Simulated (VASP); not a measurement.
Crystal: TePb.

```
CELL_PARAMETERS angstrom
0.00000 3.26784 3.26784
3.26784 0.00000 3.26784
3.26784 3.26784 0.00000
ATOMIC_POSITIONS crystal
Pb 0.00000 0.00000 0.00000
Te 0.50000 0.50000 0.50000
```

Base run:

```yaml
Program: VASP 6.6.1
Functional: r2SCAN
Potentials_or_basis: VASP PAW PBE potentials, release 64 (Pb_d, Te)
Cutoff: 550 eV
k_mesh: 6 × 6 × 6
Occupations: gaussian, width 0.01 eV
Spin: no spin polarisation
```

Its results: band gap on the k mesh 1.09 eV; pressure 0.0 GPa.

Q: The run is repeated on the same cell with these changes: functional from r2SCAN to PBEsol; cutoff from 550 eV to 500 eV. What comes out?

A: Band gap on the k mesh 0.74 eV; pressure -1.8 GPa.

Caveats: the structure was generated, so it needn't be the stable form of TePb; the PAW data sets were made with another functional, which shifts forces and pressure a little; spin-orbit coupling is left out, which moves the levels of the heavy elements.

A k mesh can miss the band edges.
